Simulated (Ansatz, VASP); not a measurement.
**Two plane-wave programs on W**

INCAR

```
SYSTEM = W
  PREC = Accurate
  ENCUT = 600
  EDIFF = 1E-7
  ISMEAR = 0
  SIGMA = 0.1
  LREAL = .False.
  LASPH = .True.
  NELM = 80
  ALGO = Fast
  ISIF = 3
  LWAVE = .False.
  LCHARG = .False.
  GGA = PS
  IBRION = 2
  NSW = 100
  EDIFFG = -0.005
```

The input KPOINTS:

```
Automatic mesh
0
Gamma
  18 18 18
  0 0 0
```

POSCAR

```
W
1.0
   -1.5780068686      1.5780068686      1.5780068686
    1.5780068686     -1.5780068686      1.5780068686
    1.5780068686      1.5780068686     -1.5780068686
W
1
Direct
    0.0000000000      0.0000000000      0.0000000000
```

Input for Ansatz:

```yaml
crystal:
  lattice:
    - [-1.5780068687, 1.5780068687, 1.5780068687]
    - [1.5780068687, -1.5780068687, 1.5780068687]
    - [1.5780068687, 1.5780068687, -1.5780068687]
  atoms:
    - { symbol: W, position: [0.0, 0.0, 0.0] }
basis:
  ecutwfc: 420
kpoints:
  mp_grid: { grid: [18, 18, 18] }
hamiltonian:
  xc: pbesol
scf:
  occupations: { method: gaussian, width: 0.1 }
output:
  forces: true
  stress: true
  eigenvalues: true
  write_density: true
  write_potential: true
  elf: true
  volumetric_format: npy
relax:
  adjacent_minimum: "off"
  f_tol: 0.005
  max_steps: 80
  cell: { stress_tol: 0.05 }
```

Alike in both runs: task relaxation of cell and atoms; functional PBEsol; k mesh 18 × 18 × 18; occupations gaussian, width 0.1 eV; no spin polarisation.

```csv
,VASP,Ansatz
version,VASP 6.6.1,Ansatz 0.2.0
potentials or method,"VASP PAW PBE potentials, release 64 (W_sv), cutoff 600 eV","scalar-relativistic, plane waves, PAW"
valence electrons in the cell,14,14
```

|  | VASP | Ansatz | Ansatz less VASP |
| --- | --- | --- | --- |
| gap on the k mesh at the Fermi level, each at its own relaxed structure (eV) | none | none | - |
| relaxed volume (Å³/atom) | 15.73 | 15.69 | -0.033 |
| relaxed cell length with the largest relative difference (Å) | 2.734 | 2.732 | -0.0019 |

VASP's potentials were made for PBE, not for PBEsol. A gap of «none» marks a metal or a gap that the smearing closes.

Spin-orbit coupling is off throughout.
